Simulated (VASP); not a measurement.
A run of VASP 6.6.1:

Contents of INCAR:

```
ALGO = Normal
EDIFF = 1E-6
ENCUT = 600
GGA = PE
GGA_COMPAT = False
ISIF = 2
ISMEAR = 0
LASPH = True
LCHARG = False
LREAL = False
LWAVE = False
NBANDS = 42
NELM = 120
PREC = Accurate
SIGMA = 0.1
```

Contents of KPOINTS:

```
k-points
0
Gamma
  6 6 1
```

POSCAR

```
Zr5F
1.0
    3.1869839118      0.0000000031      0.0000000000
   -1.5934919586      2.7600090275      0.0000000000
    0.0000000000      0.0000000000     13.9750674076
Zr F
5 1
Direct
    0.6666666667      0.3333333333      0.8715549092
    0.3333333333      0.6666666667      0.6905965813
    0.6666666667      0.3333333333      0.5000000000
    0.3333333333      0.6666666667      0.3094034187
    0.6666666667      0.3333333333      0.1284450908
    0.3333333333      0.6666666667      0.0000000000
```

Potentials or basis: VASP PAW PBE potentials, release 64 (Zr_sv, F).

The run is started by

```bash
$ cat potpaw_PBE.64/Zr_sv/POTCAR potpaw_PBE.64/F/POTCAR > POTCAR
$ mpirun -np 1 vasp_std > vasp.out
```

Hardware: 1 thread of AMD EPYC 9755 128-Core Processor, on a shared host.

Problem. How long does it take, and how much memory?

Solution. Run time: 110 s on 1 thread of AMD EPYC 9755 128-Core Processor, on a shared host, peak memory 0.25 GiB. Counts: scf iterations 17, k points 7.
